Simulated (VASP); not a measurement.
# Pt (P6_3/mmc) in VASP: a series of runs

The runs below take Pt through relaxation of cell and atoms, single point, with PBE, PBEsol-based global hybrid, PBEsol-based screened hybrid, r2SCAN.

Program: VASP 6.6.1. These are calculated values, not measurements. Logs are shortened: lines on timing, memory, paths and dates and some standing lists are left out, and cuts for length are marked.

### 1 The cell of the first run

The structure is hexagonal, space group P6_3/mmc (No. 194). Conventional cell: a = 2.761 Å, b = 2.761 Å, c = 4.792 Å, α = 90.00°, β = 90.00°, γ = 120.00°. Pt (site symmetry -6m2) has 12 Pt at 2.76 to 2.88 Å within 3.6 Å.

### 2 Relaxation of cell and atoms, PBE, target pressure 30 GPa, at which the enthalpy is minimised

File INCAR:

```
SYSTEM = Pt
ALGO = Normal ; EDIFF = 1E-6
EDIFFG = -0.01 ; ENCUT = 600
GGA = PE ; IBRION = 2
ISIF = 3 ; ISMEAR = -1
LASPH = .True. ; LCHARG = .False.
LREAL = .False. ; LWAVE = .False.
NELM = 100 ; NSW = 60
PREC = Accurate ; PSTRESS = 300.0
SIGMA = 0.05
```

File KPOINTS:

```
k-points
0
Gamma
  11 11 6
  0 0 0
```

File POSCAR:

```
Pt
1.0
    2.7606656158      0.0000000000      0.0000000000
   -1.3803328079      2.3908065546      0.0000000000
    0.0000000000      0.0000000000      4.7921340000
Pt
2
Direct
    0.3333333333      0.6666666667      0.2500000000
    0.6666666667      0.3333333333      0.7500000000
```

Potentials or basis: VASP PAW PBE potentials, release 64 (Pt).

On the command line:

```bash
> cat potpaw_PBE.64/Pt/POTCAR > POTCAR
> mpirun -np 1 vasp_std > vasp.out
```

OUTCAR:

```text
SYSTEM = Pt
   EDIFF = 1E-6
   EDIFFG = -0.01
   ENCUT = 600
   GGA = PE
   IBRION = 2
   ISIF = 3
   ISMEAR = -1
   LASPH = .True.
   LREAL = .False.
   NELM = 100
   NSW = 60
   PREC = Accurate
   PSTRESS = 300.0

 ion  position               nearest neighbor table
   1  0.333  0.667  0.250-   2 2.88   2 2.88   2 2.88   2 2.88   2 2.88   2 2.88
   2  0.667  0.333  0.750-   1 2.88   1 2.88   1 2.88   1 2.88   1 2.88   1 2.88

  LATTYP: Found a hexagonal cell.
 ALAT       =     2.7606656158
 C/A-ratio  =     1.7358618054

  Lattice vectors:

 A1 = (   2.7606656158,   0.0000000000,   0.0000000000)
 A2 = (  -1.3803328079,   2.3908065546,   0.0000000000)
 A3 = (   0.0000000000,   0.0000000000,   4.7921340000)

Analysis of symmetry for initial positions (statically):
=====================================================================
 Subroutine PRICEL returns:
 Original cell was already a primitive cell.

 Routine SETGRP: Setting up the symmetry group for a
 hexagonal supercell.

 Subroutine GETGRP returns: Found 24 space group operations
 (whereof 12 operations were pure point group operations)
 out of a pool of 24 trial point group operations.

The static configuration has the point symmetry D_3d.
 The point group associated with its full space group is D_6h.

Analysis of symmetry for dynamics (positions and initial velocities):
=====================================================================
 Subroutine PRICEL returns:
 Original cell was already a primitive cell.

 Routine SETGRP: Setting up the symmetry group for a
 hexagonal supercell.

 Subroutine GETGRP returns: Found 24 space group operations
 (whereof 12 operations were pure point group operations)
 out of a pool of 24 trial point group operations.

The dynamic configuration has the point symmetry D_3d.
 The point group associated with its full space group is D_6h.

 Subroutine INISYM returns: Found 24 space group operations
 (whereof 12 operations are pure point group operations),
 and found     1 'primitive' translations

----------------------------------------------------------------------------------------

                                     Primitive cell

  volume of cell :      31.6291

  direct lattice vectors                    reciprocal lattice vectors
     2.760665616  0.000000000  0.000000000     0.362231483  0.209134444  0.000000000
[... 110 lines left out ...]
   LORBIT       =      0    0 simple, 1 ext, 2 COOP (PROOUT), +10 PAW based schemes
   GGA     = PE    functional components
   LHFCALC =     F    Hartree Fock is set to
   AEXX    =    0.0000 exact exchange contribution
   IVDW    =     0    specifies the selected vdW correction
   LEPSILON=     F    determine dielectric tensor
   LRPA    =     F    only Hartree local field effects (RPA)
 conjugate gradient relaxation of ions
 non-spin polarized calculation
  energy-cutoff  :      600.00
  volume of cell :       31.63
 maximum number of plane-waves:      1081
 NGX is ok and might be reduce to    24
   NGX = 11   NGY = 11   NGZ = 19

--------------------------------------- Ionic step        1  -------------------------------------------

 number of electron      20.0000003 magnetization

 Free energy of the ion-electron system (eV)
  ---------------------------------------------------
  ext. energy  EPLUGINS =         0.00000000
  ---------------------------------------------------
  free energy    TOTEN  =       -12.08600680 eV

  energy without entropy =      -12.05003653  energy(sigma->0) =      -12.06802167

------------------------ aborting loop because EDIFF is reached ----------------------------------------

  FORCE on cell =-STRESS in cart. coord.  units (eV):
  Direction    XX          YY          ZZ          XY          YZ          ZX
  --------------------------------------------------------------------------------------
  -------------------------------------------------------------------------------------
  Total       -0.0860545     -0.0860545     -0.4244681      0.0000000      0.0000000      0.0000000
  in kB       -4.3591026     -4.3591026    -21.5014844      0.0000000      0.0000000      0.0000000
  external PRESSURE =    -310.0732298 kB  Pullay stress =     300.0000000 kB
[... 97 lines left out ...]
  energy  without entropy=      -11.8867941601  energy(sigma->0) =      -11.90288333

  enthalpy is  TOTEN    =        -6.4746617440 eV   P V=        5.4443107463

[... ionic steps 4 to 7 ...]

--------------------------------------- Ionic step        8  -------------------------------------------

 number of electron      19.9999999 magnetization

------------------------ aborting loop because EDIFF is reached ----------------------------------------
[... 71 lines left out ...]
--------------------------------------- Ionic step       10  -------------------------------------------

 number of electron      19.9999999 magnetization

 Free energy of the ion-electron system (eV)
  ---------------------------------------------------
  ext. energy  EPLUGINS =         0.00000000
  ---------------------------------------------------
  free energy    TOTEN  =       -11.84483211 eV

  energy without entropy =      -11.81104179  energy(sigma->0) =      -11.82793695

 E-fermi :  12.2973     XC(G=0): -13.8095

 val. band max:       12.2940248242   @ k =   0.3636   0.0000   0.1667
 cond. band min:      12.3045026918   @ k =   0.2727   0.2727   0.5000
 fundamental gap:      0.0104778677
 Fermi energy:        12.2972606137

 k-point     1 :       0.0000    0.0000    0.0000
  band No.  band energies     occupation
      1       1.4882      2.00000
      2       4.2858      2.00000
      3       7.8393      2.00000
      4       8.2988      2.00000
      5       8.2988      2.00000
      6       8.7719      2.00000
      7       8.7719      2.00000
      8      10.0090      2.00000
      9      10.0090      2.00000
     10      11.2815      2.00000
     11      12.0112      1.99347
     12      12.0112      1.99347
     13      17.9347      0.00000
     14      27.0983      0.00000
[... 377 lines left out ...]
      1       3.6972      2.00000
      2       5.8226      2.00000
      3       7.0315      2.00000
      4       7.2145      2.00000
      5       7.9409      2.00000
      6       8.5787      2.00000
      7       9.3291      2.00000
      8       9.6740      2.00000
      9      10.3918      2.00000
     10      10.5341      2.00000
     11      12.0726      1.97788
     12      15.3061      0.00000
     13      20.1508      0.00000
     14      26.2906      0.00000

 [... further k-points ...]
[... 5 lines left out ...]
  --------------------------------------------------------------------------------------
  -------------------------------------------------------------------------------------
  Total        5.3581415      5.3581415      5.3631068      0.0000000      0.0000000      0.0000000
  in kB      300.1687923    300.1687923    300.4469581      0.0000000      0.0000000      0.0000000
  external PRESSURE =       0.2615142 kB  Pullay stress =     300.0000000 kB
[... 21 lines left out ...]
  energy  without entropy=      -11.8110417895  energy(sigma->0) =      -11.82793695

  enthalpy is  TOTEN    =        -6.4897036741 eV   P V=        5.3551284364

 reached required accuracy - stopping structural energy minimisation
```

It took 93 s on 1 thread of Intel Xeon 6975P-C, shared host; peak memory 0.19 GiB.

Results:

```yaml
Free_energy: -11.8448 eV
Relaxed_volume: 14.30 Å³/atom
Relaxed_cell: a = 2.688 Å, b = 2.688 Å, c = 4.571 Å, α = 90.00°, β = 90.00°, γ = 120.00°
Space_group_after_relaxing_to_0.05_Å: P6_3/mmc (No. 194)
Energy_change_on_relaxing_the_enthalpy_is_what_falls: +120.6 meV/atom
Ionic_steps: 10
Pressure_after_relaxing: 30.0 GPa
Band_gap_on_the_k_mesh: zero (band 10 reaches 12.72 eV, above the bottom of band 11 at 11.33 eV)
```

The path:
```
step  energy change (eV)  largest force (eV/Å)  pressure (GPa)  volume (Å³)
   1              0.0000                0.0000           -1.01        31.63
   2              9.2633                0.0000          403.21        19.58
   3              0.1670                0.0000           24.22        29.08
   4              0.2063                0.0000           27.39        28.83
   5              0.2421                0.0000           30.14        28.63
   6              0.2314                0.0000           29.36        28.69
   7              0.2364                0.0000           29.59        28.63
   8              0.2341                0.0000           29.50        28.64
   9              0.2628                0.0000           31.62        28.49
  10              0.2412                0.0000           30.03        28.60
```

Final structure:
```yaml
crystal:
  lattice:
    - [2.68791, 0.00000, 0.00000]
    - [-1.34396, 2.32780, 0.00000]
    - [0.00000, 0.00000, 4.57086]
  atoms:
    - { symbol: Pt, position: [0.33333, 0.66667, 0.25000] }
    - { symbol: Pt, position: [0.66667, 0.33333, 0.75000] }
```

Caveat: the cell is relaxed towards a set pressure, so the enthalpy falls and the energy may rise; spin-orbit coupling is left out, which moves the levels of the heavy elements.

### 3 Single point, PBE, non-collinear spin, zero start, spin-orbit coupling

File INCAR:

```
SYSTEM = Pt
PREC = Accurate
ENCUT = 520
EDIFF = 1E-6
ISMEAR = -1
SIGMA = 0.05
LREAL = .FALSE.
LASPH = .TRUE.
NELM = 150
ALGO = Normal
ISIF = 2
LWAVE = .FALSE.
LCHARG = .TRUE.
LNONCOLLINEAR = .TRUE.
MAGMOM = 0 0 0 0 0 0
LORBIT = 11
LSORBIT = .TRUE.
GGA_COMPAT = .FALSE.
LORBMOM = .TRUE.
LMAXMIX = 4
GGA = PE
LVHAR = .TRUE.
NBANDS = 32
```

File KPOINTS:

```
regular mesh
0
G
  11 11 6
  0 0 0
```

POSCAR is that of step 2.

Potentials or basis: VASP PAW PBE potentials, release 64 (Pt).

On the command line:

```bash
> cat potpaw_PBE.64/Pt/POTCAR > POTCAR
> mpirun -np 1 vasp_ncl > vasp.out
```

Run time: 1.8 min. Hardware: 1 thread of Intel Xeon 6975P-C, shared host; peak memory 0.29 GiB.

Results (log left out):

| Quantity | Value |
| --- | --- |
| Free energy | -12.8809 eV |
| Pressure | -0.3 GPa |
| Net moment | 0.00 μB per cell |
| Valence electrons inside the program's atomic spheres | Pt 9.19 |

Stress tensor (GPa, compression positive):
```
 0.45  0.00  0.00
 0.00  0.45  0.00
 0.00  0.00 -1.82
```

Moments on the atoms (μB; x, y, z):
```
Pt  0.00 0.00 0.00
Pt  0.00 0.00 0.00
```

### 4 Single point, PBEsol-based global hybrid

This run uses another cell than the first one, of 14.79 Å³/atom, 0.935 times its volume.

File POSCAR:

```
Pt
1.0
    2.6997432131      0.0000000000      0.0000000000
   -1.3498716066      2.3380462063      0.0000000000
    0.0000000000      0.0000000000      4.6863806370
Pt
2
Direct
    0.3333333333      0.6666666667      0.2500000000
    0.6666666667      0.3333333333      0.7500000000
```

File INCAR.step1:

```
ALGO = Normal
EDIFF = 1E-5
ENCUT = 520
GGA = PE
ISIF = 2
ISMEAR = -1
LASPH = True
LCHARG = False
LREAL = False
LWAVE = True
NBANDS = 17
NELM = 60
PREC = Accurate
SIGMA = 0.05
```

File INCAR.step2:

```
AEXX = 0.25
ALGO = Normal
EDIFF = 1E-7
ENCUT = 520
GGA = PS
ISIF = 2
ISMEAR = -1
ISTART = 1
LASPH = True
LCHARG = False
LHFCALC = True
LREAL = False
LWAVE = False
NBANDS = 17
NELM = 60
PREC = Accurate
PRECFOCK = Normal
SIGMA = 0.05
```

File KPOINTS:

```
k-points
0
Gamma
  6 6 3
```

On the command line:

```bash
> cat potpaw_PBE.64/Pt/POTCAR > POTCAR
> cp INCAR.step1 INCAR
> mpirun -np 1 vasp_std > vasp.out
> cp INCAR.step2 INCAR
> mpirun -np 1 vasp_std > vasp.out
```

It took 21 min on 1 thread of Intel Xeon 6975P-C, shared host; peak memory 0.17 GiB.

It converged, with:

```
Free energy            : -16.2728 eV
Pressure               : 0.2 GPa
Band gap on the k mesh : zero (band 10 reaches 11.95 eV, above the bottom of band 11 at 9.60 eV)
```

Levels at points of the mesh, in eV from the Fermi level:
```tsv
k point	band 9	band 10	band 11	band 12	band 13	band 14
(0.00, 0.00, 0.00)	-2.88	-1.10	-0.78	-0.78	6.84	16.97
(0.50, 0.00, 0.00)	1.02	1.23	3.45	5.29	9.41	10.78
```

Caveat: the k points lie up to 0.45 Å⁻¹ apart; the PAW data sets were made with another functional, which shifts forces and pressure a little; spin-orbit coupling is left out, which moves the levels of the heavy elements.

### 5 Single point, PBEsol-based screened hybrid

This run uses another cell than the first one, of 14.82 Å³/atom, 0.937 times its volume.

File POSCAR:

```
Pt
1.0
    2.7020211465      0.0000000000      0.0000000000
   -1.3510105732      2.3400189544      0.0000000000
    0.0000000000      0.0000000000      4.6886157399
Pt
2
Direct
    0.3333333333      0.6666666667      0.2500000000
    0.6666666667      0.3333333333      0.7500000000
```

File INCAR.step1:

```
PREC     = Accurate       # precision mode
ENCUT    = 520            # plane-wave cutoff, eV
EDIFF    = 1E-5           # SCF threshold, eV
ISMEAR   = -1             # smearing method
SIGMA    = 0.05           # smearing width, eV
LREAL    = False          # projectors in reciprocal space
LASPH    = True           # aspherical terms in the spheres
NELM     = 80             # most SCF steps
ALGO     = Normal         # electronic algorithm
ISIF     = 2              # what is computed and relaxed
LWAVE    = True           # write WAVECAR
LCHARG   = False          # write CHGCAR
GGA      = PE             # functional
NBANDS   = 17             # bands
```

File INCAR.step2:

```
PREC     = Accurate       # precision mode
ENCUT    = 520            # plane-wave cutoff, eV
EDIFF    = 1E-7           # SCF threshold, eV
ISMEAR   = -1             # smearing method
SIGMA    = 0.05           # smearing width, eV
LREAL    = False          # projectors in reciprocal space
LASPH    = True           # aspherical terms in the spheres
NELM     = 80             # most SCF steps
ALGO     = Normal         # electronic algorithm
ISIF     = 2              # what is computed and relaxed
LWAVE    = False          # write WAVECAR
LCHARG   = False          # write CHGCAR
GGA      = PS             # functional
LHFCALC  = True           # exact exchange
AEXX     = 0.25           # exact-exchange fraction
HFSCREEN = 0.207          # screening, 1/A
PRECFOCK = Normal       
ISTART   = 1            
NBANDS   = 17             # bands
```

File KPOINTS:

```
regular mesh
0
Gamma
  6 6 3
```

On the command line:

```bash
> cat potpaw_PBE.64/Pt/POTCAR > POTCAR
> cp INCAR.step1 INCAR
> mpirun -np 1 vasp_std > vasp.out
> cp INCAR.step2 INCAR
> mpirun -np 1 vasp_std > vasp.out
```

Run time: 20 min. Hardware: 1 thread of Intel Xeon 6975P-C, shared host; peak memory 0.26 GiB.

Results (log left out):

| Property | Result |
| --- | --- |
| Free energy | -15.1156 eV |
| Pressure | 0.5 GPa |
| Band gap on the k mesh | zero (band 10 reaches 11.60 eV, above the bottom of band 11 at 9.95 eV) |

Stress tensor (GPa, compression positive):
```
0.52 0.00 0.00
0.00 0.52 0.00
0.00 0.00 0.39
```

Levels at points of the mesh, in eV from the Fermi level:
```tsv
k point	band 8	band 9	band 10	band 11	band 12	band 13	band 14	band 15
(0.00, 0.00, 0.00)	-2.50	-2.50	-0.78	-0.45	-0.45	6.40	16.56	17.23
(0.50, 0.00, 0.00)	-0.26	0.65	0.88	3.06	4.89	8.97	10.35	11.76
```

Caveat: the k points lie up to 0.45 Å⁻¹ apart; the PAW data sets were made with another functional, which shifts forces and pressure a little; spin-orbit coupling is left out, which moves the levels of the heavy elements.

### 6 Single point, r2SCAN

This run uses another cell than the first one, of 15.18 Å³/atom, 0.960 times its volume.

File POSCAR:

```
Pt
1.0
    2.7233547499      0.0000000000      0.0000000000
   -1.3616773750      2.3584943969      0.0000000000
    0.0000000000      0.0000000000      4.7273674930
Pt
2
Direct
    0.3333333333      0.6666666667      0.2500000000
    0.6666666667      0.3333333333      0.7500000000
```

File INCAR.step1:

```
SYSTEM = Pt
PREC     = Accurate       ! precision mode
ENCUT    = 550            ! plane-wave cutoff, eV
ISMEAR   = -1             ! smearing method
SIGMA    = 0.05           ! smearing width, eV
LREAL    = .False.        ! projectors in reciprocal space
LASPH    = .True.         ! aspherical terms in the spheres
NELM     = 120            ! most SCF steps
NBANDS   = 25             ! bands
GGA      = PE             ! functional
ALGO     = Normal         ! electronic algorithm
EDIFF    = 1E-5           ! SCF threshold, eV
LWAVE    = .True.         ! write WAVECAR
LCHARG   = .False.        ! write CHGCAR
GGA_COMPAT= .False.
```

File INCAR.step2:

```
SYSTEM = Pt
PREC     = Accurate       ! precision mode
ENCUT    = 550            ! plane-wave cutoff, eV
EDIFF    = 1E-6           ! SCF threshold, eV
ISMEAR   = -1             ! smearing method
SIGMA    = 0.05           ! smearing width, eV
LREAL    = .False.        ! projectors in reciprocal space
LASPH    = .True.         ! aspherical terms in the spheres
NELM     = 120            ! most SCF steps
ALGO     = Normal         ! electronic algorithm
ISIF     = 2              ! what is computed and relaxed
LWAVE    = .False.        ! write WAVECAR
LCHARG   = .False.        ! write CHGCAR
METAGGA  = R2SCAN         ! meta-GGA
LMIXTAU  = .True.       
NBANDS   = 25             ! bands
ISTART   = 1            
GGA_COMPAT= .False.
```

File KPOINTS:

```
regular mesh
0
Gamma
  11 11 6
  0 0 0
```

Potentials or basis: VASP PAW PBE potentials, release 64 (Pt_sv_GW).

On the command line:

```bash
> cat potpaw_PBE.64/Pt_sv_GW/POTCAR > POTCAR
> cp INCAR.step1 INCAR
> mpirun -np 1 vasp_std > vasp.out
> cp INCAR.step2 INCAR
> mpirun -np 1 vasp_std > vasp.out
```

Wall time 3.5 min (1 thread of AMD EPYC 7R43 (Zen 3), shared host); peak memory 0.16 GiB.

The run converged. Its results:

```
Free energy            : -102.6937 eV
Pressure               : 2.3 GPa
Band gap on the k mesh : zero (band 18 reaches 10.79 eV, above the bottom of band 19 at 9.41 eV)
```

Stress tensor (GPa, compression positive):
```
2.61 0.00 0.00
0.00 2.61 0.00
0.00 0.00 1.56
```

Levels at points of the mesh, in eV from the Fermi level:
```tsv
k point	band 15	band 16	band 17	band 18	band 19	band 20	band 21	band 22
(0.00, 0.00, 0.00)	-3.36	-2.04	-2.04	-0.67	-0.29	-0.29	5.23	15.92
(0.00, 0.00, 0.50)	-3.75	-3.75	-0.92	-0.92	-0.92	-0.92	12.88	12.88
```

Caveat: the PAW data sets were made with another functional, which shifts forces and pressure a little; spin-orbit coupling is left out, which moves the levels of the heavy elements.

### 7 Overview

```csv
task,level,potentials or basis,spin,cell,k mesh,cutoff (eV),grid for exact exchange (PRECFOCK),share of exact exchange,screening parameter,second run,gap on the mesh (eV),pressure (GPa)
relaxation of cell and atoms,PBE,"VASP PAW PBE potentials, release 64 (Pt)",off,"relaxed to 30 GPa from a = 2.761, b = 2.761, c = 4.792 Å, angles 90.0, 90.0, 120.0°, 2 atoms",11 × 11 × 6,600,-,-,-,-,none,30.0
single point,PBE,"VASP PAW PBE potentials, release 64 (Pt)","non-collinear, zero start, SOC","a = 2.761, b = 2.761, c = 4.792 Å, angles 90.0, 90.0, 120.0°, 2 atoms",11 × 11 × 6,520,-,-,-,-,-,-0.3
single point,PBEsol-based global hybrid,"VASP PAW PBE potentials, release 64 (Pt)",off,"a = 2.700, b = 2.700, c = 4.686 Å, angles 90.0, 90.0, 120.0°, 2 atoms",6 × 6 × 3,520,Normal,0.25,-,-,none,0.2
single point,PBEsol-based screened hybrid,"VASP PAW PBE potentials, release 64 (Pt)",off,"a = 2.702, b = 2.702, c = 4.689 Å, angles 90.0, 90.0, 120.0°, 2 atoms",6 × 6 × 3,520,Normal,0.25,0.207 1/Å,-,none,0.5
single point,r2SCAN,"VASP PAW PBE potentials, release 64 (Pt_sv_GW)",off,"a = 2.723, b = 2.723, c = 4.727 Å, angles 90.0, 90.0, 120.0°, 2 atoms",11 × 11 × 6,550,-,-,-,valence_matched,none,2.3
```

Alike in all rows: smearing fermi-dirac 0.05 eV.

Caveats: some runs use coarse meshes; spin-orbit coupling is left out, which moves the levels of the heavy elements (some runs); the PAW data sets were made with another functional, which shifts forces and pressure a little (some runs); the cell is relaxed towards a set pressure, so the enthalpy falls and the energy may rise (some runs).

Absolute energies hang on the potentials; compare differences alone.
